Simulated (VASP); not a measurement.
A run of VASP 6.6.1 is set up as follows.

The input INCAR:

```
PREC = Accurate
ENCUT = 520
EDIFF = 1E-6
ISMEAR = 0
SIGMA = 0.05
LREAL = Auto
LASPH = True
NELM = 100
ALGO = Normal
ISIF = 2
LWAVE = False
LCHARG = True
LDIPOL = True
IDIPOL = 3
DIPOL = 0.5 0.5 0.508
GGA = PS
LELF = True
LVHAR = True
LVACPOTAV = True
NBANDS = 141
```

Contents of KPOINTS:

```
regular mesh
0
Gamma
  5 5 1
```

Contents of POSCAR:

```
SrTiO3
1.0
    5.4870893870      0.0000000000      0.0000000000
    0.0000000000      5.4870893870      0.0000000000
    0.0000000000      0.0000000000     24.7607832423
Sr O Ti
6 18 6
Direct
    0.5000000000      0.0000000000      0.3028983343
    0.0000000000      0.5000000000      0.3028983343
    0.0000000000      0.5000000000      0.4605796669
    0.5000000000      0.0000000000      0.4605796669
    0.5000000000      0.0000000000      0.6182609994
    0.0000000000      0.5000000000      0.6182609994
    0.0000000000      0.0000000000      0.3028983343
    0.5000000000      0.5000000000      0.3028983343
    0.7746454728      0.7253545272      0.3817390006
    0.2746454728      0.7746454728      0.3817390006
    0.2253545272      0.2746454728      0.3817390006
    0.7253545272      0.2253545272      0.3817390006
    0.5000000000      0.5000000000      0.4605796669
    0.0000000000      0.0000000000      0.4605796669
    0.2746454728      0.2253545272      0.5394203331
    0.7746454728      0.2746454728      0.5394203331
    0.7253545272      0.7746454728      0.5394203331
    0.2253545272      0.7253545272      0.5394203331
    0.0000000000      0.0000000000      0.6182609994
    0.5000000000      0.5000000000      0.6182609994
    0.7746454728      0.7253545272      0.6971016657
    0.2746454728      0.7746454728      0.6971016657
    0.2253545272      0.2746454728      0.6971016657
    0.7253545272      0.2253545272      0.6971016657
    0.5000000000      0.5000000000      0.3817390006
    0.0000000000      0.0000000000      0.3817390006
    0.0000000000      0.0000000000      0.5394203331
    0.5000000000      0.5000000000      0.5394203331
    0.5000000000      0.5000000000      0.6971016657
    0.0000000000      0.0000000000      0.6971016657
```

Potentials or basis: VASP PAW PBE potentials, release 64 (Sr_sv, O, Ti_sv).

Command:

```console
$ cat potpaw_PBE.64/Sr_sv/POTCAR potpaw_PBE.64/O/POTCAR potpaw_PBE.64/Ti_sv/POTCAR > POTCAR
$ mpirun -np 1 vasp_std > vasp.out
```

Estimate the band gap on the k mesh.

1.08 eV.

Estimate the largest force.

2.023 eV/Å.

Forces on the atoms (eV/Å):
```
Sr   0.000  0.000  1.384
Sr   0.000  0.000  1.384
Sr   0.000  0.000  0.116
Sr   0.000  0.000  0.116
Sr   0.000  0.000  0.713
Sr   0.000  0.000  0.713
O    0.000  0.000 -0.734
O    0.000  0.000 -0.734
O    0.081 -0.081 -0.093
O    0.081  0.081 -0.093
O   -0.081  0.081 -0.093
O   -0.081 -0.081 -0.093
O    0.000  0.000  0.188
O    0.000  0.000  0.188
O   -0.011  0.011 -0.061
O   -0.011 -0.011 -0.061
O    0.011 -0.011 -0.061
O    0.011  0.011 -0.061
O    0.000  0.000  0.823
O    0.000  0.000  0.823
O   -0.146  0.146  0.346
O   -0.146 -0.146  0.346
O    0.146 -0.146  0.346
O    0.146  0.146  0.346
Ti   0.000  0.000 -0.780
Ti   0.000  0.000 -0.780
Ti   0.000  0.000 -0.068
Ti   0.000  0.000 -0.068
Ti   0.000  0.000 -2.023
Ti   0.000  0.000 -2.023
```

Caveat: the PAW data sets were made with another functional, which shifts forces and pressure a little.
